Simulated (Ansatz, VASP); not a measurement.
PdPtS3 in VASP and in Ansatz

```
Pd Pt S
1.0
     4.69839    0.00000    0.00000
     0.00000    4.69839    0.00000
     0.00000    0.00000    4.69839
Pd Pt S
1 1 3
Direct
  0.00000 0.00000 0.00000
  0.50000 0.50000 0.50000
  0.50000 0.00000 0.50000
  0.50000 0.50000 0.00000
  0.00000 0.50000 0.50000
```

Alike in both runs: task single point; functional PBE; k mesh 8 × 8 × 8; collinear spin.

```csv
,VASP,Ansatz
version,VASP 6.6.1,Ansatz 0.2.0
potentials or method,"VASP PAW PBE potentials, release 64 (Pd, Pt, S), cutoff 520 eV","scalar-relativistic, plane waves, PAW"
occupations,"gaussian, width 0.1 eV","gaussian, width 0.01 eV"
valence electrons in the cell,38,54
```

|  | VASP | Ansatz | Ansatz less VASP |
| --- | --- | --- | --- |
| gap on the k mesh at the Fermi level (eV) | none | none | - |
| pressure (GPa) | -0.1 | 0.0 | +0.16 |
| net moment per atom (μB) | 0.00 | 0.05 | +0.052 |
| size of the moment on the site where the two differ most (μB) | 0.00 | 0.09 | +0.092 |

Site moments also hang on the region over which each program counts them. A gap of «none» marks a metal or a gap that the smearing closes. VASP's potentials hold 38 valence electrons a cell and Ansatz's 54, so a difference there can come from the potentials and not from the codes.

Neither program's run includes spin-orbit coupling.
